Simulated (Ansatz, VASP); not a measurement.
# WS3 in VASP and in Ansatz

```
CELL_PARAMETERS angstrom
4.24417 0.00000 0.00000
0.00000 4.24417 0.00000
0.00000 0.00000 4.20055
ATOMIC_POSITIONS crystal
W 0.00000 0.00000 0.00000
S 0.00000 0.50000 0.50000
S 0.50000 0.00000 0.50000
S 0.50000 0.50000 0.00000
```

Alike in both runs: task single point; functional PBE; k mesh 4 × 4 × 4; occupations gaussian, width 0.1 eV; no spin polarisation.

|  | VASP | Ansatz |
| --- | --- | --- |
| version | VASP 6.6.1 | Ansatz 0.2.0 |
| potentials or method | VASP PAW PBE potentials, release 64 (W_sv, S), cutoff 500 eV | scalar-relativistic, plane waves, PAW |
| valence electrons in the cell | 32 | 32 |

```tsv
	VASP	Ansatz	Ansatz less VASP
gap on the k mesh at the Fermi level (eV)	none	none	-
pressure (GPa)	-17.0	-17.0	+0.02
traceless stress, the component that is largest in VASP (GPa)	-0.78	-0.78	+0.001
```

A gap of «none» marks a metal or a gap that the smearing closes.

The k mesh is coarse, so the values compare programs but aren't converged. Spin-orbit coupling is off throughout.
